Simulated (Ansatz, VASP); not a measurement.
HfN: VASP beside Ansatz

File INCAR:

```
PREC = Accurate
ENCUT = 520
EDIFF = 1E-6
ISMEAR = 0
SIGMA = 0.15
LREAL = False
LASPH = True
NELM = 100
ALGO = Normal
ISIF = 2
LWAVE = False
LCHARG = True
GGA = PE
LELF = True
LVHAR = True
NBANDS = 14
```

Contents of KPOINTS:

```
regular mesh
0
Gamma
  18 18 18
```

The input POSCAR:

```
HfN
1.0
    0.0000000000      2.2590000000      2.2590000000
    2.2590000000      0.0000000000      2.2590000000
    2.2590000000      2.2590000000      0.0000000000
Hf N
1 1
Direct
    0.0000000000      0.0000000000      0.0000000000
    0.5626035220      0.5000000000      0.5000000000
```

Input for Ansatz:

```yaml
crystal:
  lattice:
    - [0.0, 2.259, 2.259]
    - [2.259, 0.0, 2.259]
    - [2.259, 2.259, 0.0]
  atoms:
    - { symbol: Hf, position: [0.0, 0.0, 0.0] }
    - { symbol: "N", position: [0.562603522, 0.5, 0.5] }
basis:
  ecutwfc: 420
kpoints:
  mp_grid: { grid: [18, 18, 18] }
hamiltonian:
  xc: pbe
scf:
  occupations: { method: gaussian, width: 0.15 }
output:
  forces: true
  stress: true
  eigenvalues: true
```

Change from the starting cell: all N atoms moved -0.200 Å, as atom 2 towards its neighbour atom 2 (N) at 3.195 Å.

Alike in both runs: task single point; functional PBE; k mesh 18 × 18 × 18; occupations gaussian, width 0.15 eV; no spin polarisation.

|  | VASP | Ansatz |
| --- | --- | --- |
| version | VASP 6.6.1 | Ansatz 0.2.0 |
| potentials or method | VASP PAW PBE potentials, release 64 (Hf_pv, N), cutoff 520 eV | scalar-relativistic, plane waves, PAW |
| valence electrons in the cell | 15 | 31 |

|  | VASP | Ansatz | Ansatz less VASP |
| --- | --- | --- | --- |
| gap on the k mesh at the Fermi level (eV) | none | none | - |
| pressure (GPa) | 8.4 | 10.6 | +2.23 |
| traceless stress, the component that is largest in VASP (GPa) | -4.99 | -5.01 | -0.023 |
| rms of the force components (eV/Å) | 1.341 | 1.337 | -0.0041 |

Atom by atom the forces differ by 0.004 eV/Å (rms over components). A gap of «none» marks a metal or a gap that the smearing closes. VASP's potentials hold 15 valence electrons a cell and Ansatz's 31, so a difference there can come from the potentials and not from the codes.

Spin-orbit coupling is off throughout.
